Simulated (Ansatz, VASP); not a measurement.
CoO: VASP beside Ansatz

```
CELL_PARAMETERS angstrom
0.00000 2.08799 2.08799
2.08799 0.00000 2.08799
2.08799 2.08799 0.00000
ATOMIC_POSITIONS crystal
Co 0.00000 0.00000 0.00000
O 0.50000 0.50000 0.50000
```

Change from the starting cell: volume scaled by 0.94, crystal datasets.

Alike in both runs: task electric field gradients; functional PBE; k mesh 16 × 16 × 16; occupations fermi-dirac, width 0.05 eV; collinear spin.

```csv
,VASP,Ansatz
version,VASP 6.6.1,Ansatz 0.2.0
potentials or method,"VASP PAW PBE potentials, release 64 (Co, O), cutoff 520 eV","all-electron PAW with datasets made for the crystal, scalar-relativistic"
```

|  | VASP | Ansatz | Ansatz less VASP |
| --- | --- | --- | --- |
| pressure (GPa) | 7.9 | 8.7 | +0.77 |
| net moment per atom (μB) | 1.33 | 1.35 | +0.024 |
| size of the moment on the site where the two differ most (μB) | 2.38 | 2.33 | -0.051 |

Site moments also hang on the region over which each program counts them. Ansatz ran all-electron here, and VASP with PAW potentials.
